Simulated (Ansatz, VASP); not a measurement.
# AlRu: VASP beside Ansatz

Contents of INCAR:

```
PREC     = Accurate       # precision mode
ENCUT    = 520            # plane-wave cutoff, eV
EDIFF    = 1E-6           # SCF threshold, eV
ISMEAR   = 0              # smearing method
SIGMA    = 0.1            # smearing width, eV
LREAL    = False          # projectors in reciprocal space
LASPH    = True           # aspherical terms in the spheres
NELM     = 60             # most SCF steps
ALGO     = Fast           # electronic algorithm
ISIF     = 2              # what is computed and relaxed
LWAVE    = False          # write WAVECAR
LCHARG   = False          # write CHGCAR
GGA      = PE             # functional
NBANDS   = 16             # bands
```

Contents of KPOINTS:

```
Automatic mesh
0
Gamma
  12 12 12
```

POSCAR

```
AlRu
1.0
    2.9916000000      0.0000000000      0.0000000000
    0.0000000000      2.9916000000      0.0000000000
    0.0000000000      0.0000000000      2.9916000000
Al Ru
1 1
Direct
    0.0010529483      0.0208684316     -0.0216439364
    0.5000000000      0.5000000000      0.5000000000
```

Input for Ansatz:

```yaml
crystal:
  lattice:
    - [2.9916, 0.0, 0.0]
    - [0.0, 2.9916, 0.0]
    - [0.0, 0.0, 2.9916]
  atoms:
    - { symbol: Al, position: [0.0010529483, 0.0208684316, -0.0216439364] }
    - { symbol: Ru, position: [0.5, 0.5, 0.5] }
basis:
  ecutwfc: 420
kpoints:
  mp_grid: { grid: [12, 12, 12] }
hamiltonian:
  xc: pbe
scf:
  occupations: { method: gaussian, width: 0.1 }
output:
  forces: true
  stress: true
  eigenvalues: true
```

Change from the starting cell: one atom moved.

Alike in both runs: task single point; functional PBE; k mesh 12 × 12 × 12; occupations gaussian, width 0.1 eV; no spin polarisation.

|  | VASP | Ansatz |
| --- | --- | --- |
| version | VASP 6.6.1 | Ansatz 0.2.0 |
| potentials or method | VASP PAW PBE potentials, release 64 (Al, Ru_pv), cutoff 520 eV | scalar-relativistic, plane waves, PAW |
| valence electrons in the cell | 17 | 19 |

|  | VASP | Ansatz | Ansatz less VASP |
| --- | --- | --- | --- |
| gap on the k mesh at the Fermi level (eV) | none | none | - |
| pressure (GPa) | 3.0 | 3.1 | +0.04 |
| traceless stress, the component that is largest in VASP (GPa) | -0.63 | -0.62 | +0.008 |
| rms of the force components (eV/Å) | 0.411 | 0.409 | -0.0028 |

Atom by atom the forces differ by 0.003 eV/Å (rms over components). A gap of «none» marks a metal or a gap that the smearing closes. VASP's potentials hold 17 valence electrons a cell and Ansatz's 19, so a difference there can come from the potentials and not from the codes.
